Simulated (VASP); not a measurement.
Here is a VASP 6.6.1 calculation.

INCAR

```
PREC = Accurate ; ENCUT = 520
EDIFF = 1E-6 ; ISMEAR = 0
SIGMA = 0.02 ; LREAL = False
LASPH = True ; NELM = 60
ALGO = Normal ; ISIF = 2
LWAVE = False ; LCHARG = True
GGA = PS ; LELF = True
LVHAR = True ; NBANDS = 42
```

File KPOINTS:

```
Automatic mesh
0
Gamma
  9 9 2
```

POSCAR

```
SrO
1.0
    4.1696450728      0.0000000000      0.0000000000
   -2.0848225364      3.6110185578      0.0000000000
    0.0000000000      0.0000000000     10.4955227316
Sr O
4 4
Direct
    0.0000000000      0.0000000000     -0.0223976123
    0.3333333333      0.6666666667      0.2236743883
    0.6666666667      0.3333333333      0.4776023877
    0.3333333333      0.6666666667      0.7236743883
    0.0000000000      0.0000000000      0.2044427112
    0.3333333333      0.6666666667      0.4692805128
    0.6666666667      0.3333333333      0.7044427112
    0.3333333333      0.6666666667      0.9692805128
```

Potentials or basis: VASP PAW PBE potentials, release 64 (Sr_sv, O).

The run is started by

```sh
$ cat potpaw_PBE.64/Sr_sv/POTCAR potpaw_PBE.64/O/POTCAR > POTCAR
$ mpirun -np 1 vasp_std > vasp.out
```

Q: Estimate the band gap on the k mesh.

A: 2.51 eV (least direct gap 2.66 eV).

Q: Estimate the pressure.

A: 0.6 GPa.

Forces in eV/Å, atoms in the order of the input:
```
Sr   0.000  0.000 -0.047
Sr   0.000  0.000  0.009
Sr   0.000  0.000 -0.047
Sr   0.000  0.000  0.009
O    0.000  0.000  0.037
O    0.000  0.000  0.001
O    0.000  0.000  0.037
O    0.000  0.000  0.001
```

Caveat: the PAW data sets were made with another functional, which shifts forces and pressure a little. A k mesh can miss the band edges.
